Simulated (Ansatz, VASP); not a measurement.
**TaN: VASP beside Ansatz**

File POSCAR:

```
TaN
1.0
    0.0000000000      2.1063316532      2.1063316532
    2.1063316532      0.0000000000      2.1063316532
    2.1063316532      2.1063316532      0.0000000000
Ta N
1 1
Direct
    0.0000000000      0.0000000000      0.0000000000
    0.5000000000      0.5000000000      0.5000000000
```

The input INCAR.step1:

```
PREC = Accurate
ENCUT = 520
ISMEAR = -1
SIGMA = 0.05
LREAL = F
LASPH = T
NELM = 80
NBANDS = 15
GGA = PE
ALGO = Normal
EDIFF = 1E-4
LWAVE = T
LCHARG = F
```

Contents of INCAR.step2:

```
PREC = Accurate
ENCUT = 520
EDIFF = 1E-6
ISMEAR = -1
SIGMA = 0.05
LREAL = F
LASPH = T
NELM = 80
ALGO = Normal
ISIF = 2
LWAVE = F
LCHARG = F
METAGGA = R2SCAN
LMIXTAU = T
NBANDS = 15
ISTART = 1
```

Contents of KPOINTS:

```
Automatic mesh
0
Gamma
  15 15 15
```

Input for Ansatz:

```yaml
crystal:
  lattice:
    - [0.0, 2.1063316532, 2.1063316532]
    - [2.1063316532, 0.0, 2.1063316532]
    - [2.1063316532, 2.1063316532, 0.0]
  atoms:
    - { symbol: Ta, position: [0.0, 0.0, 0.0] }
    - { symbol: "N", position: [0.5, 0.5, 0.5] }
kpoints:
  mp_grid: { grid: [15, 15, 15] }
scf:
  occupations: { method: fermi_dirac, width: 0.05 }
hamiltonian:
  xc: r2scan
  pseudopotentials: { kind: paw }
output:
  forces: true
  stress: true
  eigenvalues: true
  populations: true
  write_density: true
  write_potential: true
  elf: true
  volumetric_format: npy
```

Change from the starting cell: volume scaled by 0.88, PAW files.

Alike in both runs: task single point; functional r2SCAN; k mesh 15 × 15 × 15; occupations fermi-dirac, width 0.05 eV; no spin polarisation.

|  | VASP | Ansatz |
| --- | --- | --- |
| version | VASP 6.6.1 | Ansatz 0.2.0 |
| potentials or method | VASP PAW PBE potentials, release 64 (Ta_pv, N) | PAW with Ansatz's default frozen-core files, scalar-relativistic |
| plane-wave cutoff (eV) | 520 | 500 |
| valence electrons in the cell | 16 | 18 |

```tsv
	VASP	Ansatz	Ansatz less VASP
pressure (GPa)	62.6	59.4	-3.17
```

VASP's potentials were made for PBE, not for r2SCAN. Both programs put the cell under a high pressure, so it lies far from rest at this level. With one functional, cell and mesh, what is left measures potentials, basis and numerics. VASP's potentials hold 16 valence electrons a cell and Ansatz's 18, so a difference there can come from the potentials and not from the codes.

Neither program's run includes spin-orbit coupling. Noted on VASP's run: the cell as given lies far from equilibrium.
